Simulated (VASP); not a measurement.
PtSe2: single point with PBE-based screened hybrid with 25 % exact exchange

PtSe2:

```
Pt Se
1.0
     3.72400    0.00000    0.00000
    -1.86200    3.22508    0.00000
     0.00000    0.00000    5.06200
Pt Se
1 2
Direct
  0.00000 0.00000 0.00000
  0.66667 0.33333 0.75000
  0.33333 0.66667 0.25000
```

```yaml
Program: VASP 6.6.1
Task: single point
Functional: PBE-based screened hybrid with 25 % exact exchange
Potentials_or_basis: VASP PAW PBE potentials, release 64 (Pt, Se)
Cutoff: 520 eV
k_mesh: 4 × 4 × 3
Occupations: fermi-dirac, width 0.05 eV
Spin: no spin polarisation
Dipole_correction: no
Grid_for_exact_exchange_PRECFOCK: Normal
Share_of_exact_exchange: 0.25
Further_INCAR_settings: ALGO = Normal; EDIFF = 1e-06; NBANDS = 18
Screening_parameter: 0.2 1/Å
```

| Property | Result |
| --- | --- |
| Pressure | 2.2 GPa |
| Largest force | 0.056 eV/Å |
| Band gap on the k mesh | zero (bands 11 and 12 overlap by 0.14 eV) |

Forces in eV/Å, atoms in the order of the input:
```
Pt   0.000  0.000  0.000
Se   0.000  0.000 -0.056
Se   0.000  0.000  0.056
```

Stress tensor (GPa, compression positive):
```
2.52 0.00 0.00
0.00 2.52 0.00
0.00 0.00 1.71
```

Levels at points of the mesh, in eV from the Fermi level:
| k point | band 8 | band 9 | band 10 | band 11 | band 12 | band 13 | band 14 | band 15 |
| --- | --- | --- | --- | --- | --- | --- | --- | --- |
| (0.00, 0.00, 0.00) | -3.67 | -1.58 | -1.58 | 0.23 | 1.54 | 1.54 | 3.85 | 4.76 |
| (0.50, 0.00, 0.00) | -4.69 | -4.48 | -4.32 | -3.83 | 0.78 | 2.61 | 5.19 | 6.25 |

It took 13 min on 1 thread of Intel(R) Xeon(R) Platinum 8375C CPU @ 2.90GHz (Ice Lake) (shared host), peak memory 0.29 GiB.

Caveat: the k points lie up to 0.49 Å⁻¹ apart; the PAW data sets were made with another functional, which shifts forces and pressure a little; spin-orbit coupling is left out, which moves the levels of the heavy elements.
